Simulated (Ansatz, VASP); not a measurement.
# One calculation of Al5GaP6, two programs

```xyz
12
Lattice="3.8945 0.0000 0.0000 0.0000 3.8945 0.0000 0.0000 0.0000 16.5182" Properties=species:S:1:pos:R:3 pbc="T T T"
Al    1.9472    1.9472   13.7655
Al    0.0000    0.0000   11.0126
Al    1.9472    1.9472    8.2591
Al    0.0000    0.0000    5.5056
Al    1.9472    1.9472    2.7527
Ga    0.0000    0.0000    0.0000
P     1.9472    0.0000   12.3894
P     0.0000    1.9472    9.6358
P     1.9472    0.0000    6.8824
P     0.0000    1.9472    4.1288
P     1.9472    0.0000    1.3824
P     0.0000    1.9472   15.1358
```

Alike in both runs: functional PBE; k mesh 8 × 8 × 2; occupations gaussian, width 0.02 eV; no spin polarisation.

Ansatz relaxed the structure, and its values are those at the end. VASP's run is a single point on that final structure, the one shown.

|  | VASP | Ansatz |
| --- | --- | --- |
| version | VASP 6.6.1 | Ansatz 0.2.0 |
| potentials or method | VASP PAW PBE potentials, release 64 (Al, Ga_d, P), cutoff 520 eV | scalar-relativistic, plane waves, PAW |
| valence electrons in the cell | 58 | 58 |

|  | VASP | Ansatz | Ansatz less VASP |
| --- | --- | --- | --- |
| gap on the k mesh at the Fermi level (eV) | 1.62 | 1.62 | +0.002 |
| least direct gap on the mesh (eV) | 1.62 | 1.62 | +0.002 |
| pressure (GPa) | -0.1 | 0.0 | +0.08 |
